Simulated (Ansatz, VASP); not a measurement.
## One calculation of Ta2N, two programs

File INCAR:

```
SYSTEM = Ta2N
PREC     = Accurate       ! precision mode
ENCUT    = 520            ! plane-wave cutoff, eV
EDIFF    = 1E-6           ! SCF threshold, eV
ISMEAR   = 0              ! smearing method
SIGMA    = 0.15           ! smearing width, eV
LREAL    = .False.        ! projectors in reciprocal space
LASPH    = .True.         ! aspherical terms in the spheres
NELM     = 100            ! most SCF steps
ALGO     = Normal         ! electronic algorithm
ISIF     = 2              ! what is computed and relaxed
LWAVE    = .False.        ! write WAVECAR
LCHARG   = .False.        ! write CHGCAR
GGA      = PE             ! functional
NBANDS   = 50             ! bands
```

File KPOINTS:

```
regular mesh
0
Gamma
  9 9 8
  0 0 0
```

The input POSCAR:

```
Ta2N
1.0
    5.3869773103      0.0000000000      0.0000000000
   -2.6934886551      4.6652592004      0.0000000000
    0.0000000000      0.0000000000      4.8224220882
Ta N
6 3
Direct
    0.6670723593      0.6670723593      0.7528547364
    0.0000000000      0.3329276407      0.7528547364
    0.3329276407      0.0000000000      0.7528547364
    0.3329276407      0.3329276407      0.2471452636
    0.0000000000      0.6670723593      0.2471452636
    0.6670723593      0.0000000000      0.2471452636
    0.6666666667      0.3333333333      0.5000000000
    0.3333333333      0.6666666667      0.5000000000
    0.0000000000      0.0000000000      0.0000000000
```

Input for Ansatz:

```yaml
crystal:
  lattice:
    - [5.3869773103, 0.0, 0.0]
    - [-2.6934886551, 4.6652592004, 0.0]
    - [0.0, 0.0, 4.8224220882]
  atoms:
    - { symbol: Ta, position: [0.6670723593, 0.6670723593, 0.7528547364] }
    - { symbol: Ta, position: [0.0, 0.3329276407, 0.7528547364] }
    - { symbol: Ta, position: [0.3329276407, 0.0, 0.7528547364] }
    - { symbol: Ta, position: [0.3329276407, 0.3329276407, 0.2471452636] }
    - { symbol: Ta, position: [0.0, 0.6670723593, 0.2471452636] }
    - { symbol: Ta, position: [0.6670723593, 0.0, 0.2471452636] }
    - { symbol: "N", position: [0.6666666667, 0.3333333333, 0.5] }
    - { symbol: "N", position: [0.3333333333, 0.6666666667, 0.5] }
    - { symbol: "N", position: [0.0, 0.0, 0.0] }
basis:
  ecutwfc: 520.0
kpoints:
  mp_grid: { grid: [9, 9, 8] }
hamiltonian:
  xc: pbe
  pseudopotentials: { kind: paw, azcp: { folder: soft_1 } }
scf:
  occupations: { method: gaussian, width: 0.15 }
output:
  forces: true
  stress: true
  eigenvalues: true
```

Alike in both runs: task single point; functional PBE; k mesh 9 × 9 × 8; occupations gaussian, width 0.15 eV; no spin polarisation.

|  | VASP | Ansatz |
| --- | --- | --- |
| version | VASP 6.6.1 | Ansatz 0.2.0 |
| potentials or method | VASP PAW PBE potentials, release 64 (Ta_pv, N), cutoff 520 eV | scalar-relativistic, plane waves, PAW |
| valence electrons in the cell | 81 | 93 |

Ansatz gave:

- gap on the k mesh at the Fermi level (eV): none
- pressure (GPa): 0.4
- traceless stress, the component that is largest in VASP (GPa): 7.59
- rms of the force components (eV/Å): 0.024

Estimate VASP's values.

gap on the k mesh at the Fermi level (eV): none; pressure (GPa): 0.9; traceless stress, the component that is largest in VASP (GPa): 7.54; rms of the force components (eV/Å): 0.019.

Atom by atom the forces differ by 0.007 eV/Å (rms over components). A gap of «none» marks a metal or a gap that the smearing closes. VASP's potentials hold 81 valence electrons a cell and Ansatz's 93, so a difference there can come from the potentials and not from the codes.

Neither program's run includes spin-orbit coupling.
